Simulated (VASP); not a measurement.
Write the native input for VASP 6.6.1 that does the following.

| Quantity | Value |
| --- | --- |
| Task | single point |
| Functional | LDA |
| Potentials or basis | VASP PAW LDA potentials, release 64 (Ga_d, Sb) |
| Cutoff | 500 eV |
| k mesh | 4 × 4 × 4 |
| Occupations | fermi-dirac, width 0.05 eV |
| Spin | no spin polarisation |
| Dipole correction | no |
| Further INCAR settings | ALGO = Normal; EDIFF = 1e-06; NBANDS = 16 |

The structure of GaSb lies in POSCAR:

```
GaSb
1.0
   -2.7534340000      2.7534340000      1.5907070000
    2.7534340000     -2.7534340000      1.5907070000
    2.7534340000      2.7534340000     -1.5907070000
Ga Sb
1 1
Direct
    0.2500000000      0.7500000000      0.5000000000
    0.0000000000      0.0000000000      0.0000000000
```

One way to write it, as run:

INCAR

```
SYSTEM = GaSb
PREC = Accurate
ENCUT = 500
EDIFF = 1E-6
ISMEAR = -1
SIGMA = 0.05
LREAL = .FALSE.
LASPH = .TRUE.
NELM = 120
ALGO = Normal
ISIF = 2
LWAVE = .FALSE.
LCHARG = .FALSE.
NBANDS = 16
GGA_COMPAT = .FALSE.
```

KPOINTS

```
regular mesh
0
G
  4 4 4
  0 0 0
```

Potentials or basis: VASP PAW LDA potentials, release 64 (Ga_d, Sb).

The run is started by

```console
$ cat potpaw_LDA.64/Ga_d/POTCAR potpaw_LDA.64/Sb/POTCAR > POTCAR
$ mpirun -np 1 vasp_std > vasp.out
```

Results of the run:

```json
{
 "Pressure": "-5.1 GPa",
 "Band gap on the k mesh": "zero (band 9 reaches 8.11 eV, above the bottom of band 10 at 4.65 eV)"
}
```

Caveat: the k points lie up to 0.57 Å⁻¹ apart; spin-orbit coupling is left out, which moves the levels of the heavy elements.

Wall time 13 s on 1 thread of Intel Xeon 8259CL, with other jobs on the host, peak memory 0.15 GiB.
